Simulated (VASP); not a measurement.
Here is a VASP 6.6.1 calculation.

INCAR

```
PREC = Accurate ; ENCUT = 600
EDIFF = 1E-6 ; ISMEAR = 0
SIGMA = 0.1 ; LREAL = False
LASPH = True ; NELM = 100
ALGO = Normal ; ISIF = 3
LWAVE = False ; LCHARG = False
GGA = PE ; IBRION = 2
NSW = 90 ; EDIFFG = -0.04
```

File KPOINTS:

```
regular mesh
0
Gamma
  4 6 6
```

Contents of POSCAR:

```
B5Ru
1.0
    4.4349933400      0.0000000000      0.0000000000
    0.0000000000      1.6757390200      3.1915360600
    0.0000000000     -1.6757390200      3.1915360600
B Ru
5 1
Direct
    0.1695188800      0.8397122900      0.3660835700
    0.8304811200      0.3660835700      0.8397122900
    0.1695188800      0.3660835700      0.8397122900
    0.8304811200      0.8397122900      0.3660835700
    0.0000000000      0.3157392200      0.3157392200
    0.5000000000      0.9640278200      0.9640278200
```

Potentials or basis: VASP PAW PBE potentials, release 64 (B, Ru_pv).

Run with:

```bash
$ cat potpaw_PBE.64/B/POTCAR potpaw_PBE.64/Ru_pv/POTCAR > POTCAR
$ mpirun -np 1 vasp_std > vasp.out
```

Q: Predict the space group after relaxing (to 0.05 Å).

A: P4/mmm (No. 123).

Q: What does it give for the relaxed cell?

A: a = 5.655 Å, b = 2.861 Å, c = 2.861 Å, α = 89.78°, β = 90.00°, γ = 90.00°.

Step by step:
```csv
step,energy change (eV),largest force (eV/Å),pressure (GPa),volume (Å³)
1,0.0000,7.0160,56.40,47.44
2,-1.7038,2.4582,-37.17,68.51
3,-3.3931,2.3058,-14.45,57.51
4,-3.3995,2.4447,-13.05,57.13
5,-3.4006,2.5869,-11.62,56.76
6,-4.2371,1.9878,-6.69,53.09
7,-4.5897,1.3281,5.44,49.64
8,-4.5955,1.6404,7.88,49.15
9,-4.9251,0.7888,-2.38,50.25
10,-5.0576,1.1968,-7.48,51.14
11,-5.2441,1.1779,-7.78,50.96
12,-5.5908,3.1280,-6.02,50.09
13,-5.6684,3.9837,-4.18,49.48
14,-6.0474,3.6595,-5.73,48.67
15,-6.1469,3.4662,-5.53,48.11
16,-6.1218,2.8255,-2.57,46.79
17,-6.1717,3.2977,-4.97,47.67
18,-6.4985,2.6483,-2.69,46.96
19,-6.8855,0.6758,6.62,45.27
20,-6.8908,0.3457,8.57,45.00
21,-6.9357,0.1770,-0.65,46.44
22,-6.9358,0.1798,-0.42,46.40
23,-6.9397,0.1174,-0.19,46.39
24,-6.9426,0.1168,0.30,46.38
25,-6.9460,0.0915,-0.31,46.45
26,-6.9492,0.1526,-2.08,46.66
27,-6.9506,0.1579,-1.75,46.59
28,-6.9534,0.1749,-0.76,46.40
29,-6.9503,0.2112,1.39,46.02
30,-6.9539,0.1810,-0.30,46.32
31,-6.9552,0.1487,-0.12,46.29
32,-6.9572,0.0517,0.46,46.21
33,-6.9573,0.0270,0.60,46.20
34,-6.9577,0.0189,0.03,46.28
```
